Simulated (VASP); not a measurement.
Set up this calculation in VASP 6.6.1, as the native input.

- Task: single point
- Functional: r2SCAN
- Potentials or basis: VASP PAW PBE potentials, release 64 (Al)
- Cutoff: 520 eV
- k mesh: 18 × 18 × 18
- Occupations: gaussian, width 0.05 eV
- Spin: no spin polarisation
- Dipole correction: no
- Further INCAR settings: ALGO = Normal; EDIFF = 1e-06; NBANDS = 8

Crystal: Al.

```xyz
1
Lattice="0.0000 1.9956 1.9956 1.9956 0.0000 1.9956 1.9956 1.9956 0.0000" Properties=species:S:1:pos:R:3 pbc="T T T"
Al    0.0000    0.0000    0.0000
```

These files were run (other wordings do the same):

POSCAR

```
Al
1.0
    0.0000000000      1.9956450439      1.9956450439
    1.9956450439      0.0000000000      1.9956450439
    1.9956450439      1.9956450439      0.0000000000
Al
1
Direct
    0.0000000000      0.0000000000      0.0000000000
```

INCAR.step1

```
SYSTEM = Al
PREC = Accurate
ENCUT = 520
ISMEAR = 0
SIGMA = 0.05
LREAL = .False.
LASPH = .True.
NELM = 60
NBANDS = 8
GGA = PE
ALGO = Normal
EDIFF = 1E-4
LWAVE = .True.
LCHARG = .False.
```

INCAR.step2

```
SYSTEM = Al
PREC = Accurate
ENCUT = 520
EDIFF = 1E-6
ISMEAR = 0
SIGMA = 0.05
LREAL = .False.
LASPH = .True.
NELM = 60
ALGO = Normal
ISIF = 2
LWAVE = .False.
LCHARG = .True.
METAGGA = R2SCAN
LMIXTAU = .True.
LELF = .True.
LVHAR = .True.
NBANDS = 8
ISTART = 1
```

KPOINTS

```
regular mesh
0
Gamma
  18 18 18
  0 0 0
```

Potentials or basis: VASP PAW PBE potentials, release 64 (Al).

Command:

```console
$ cat potpaw_PBE.64/Al/POTCAR > POTCAR
$ cp INCAR.step1 INCAR
$ mpirun -np 1 vasp_std > vasp.out
$ cp INCAR.step2 INCAR
$ mpirun -np 1 vasp_std > vasp.out
```

Results of the run:

The pressure is -0.3 GPa.

Caveat: the PAW data sets were made with another functional, which shifts forces and pressure a little.

Wall time 92 s on 1 thread of AMD EPYC 7R13 Processor (Zen 3) (shared host), peak memory 0.12 GiB.
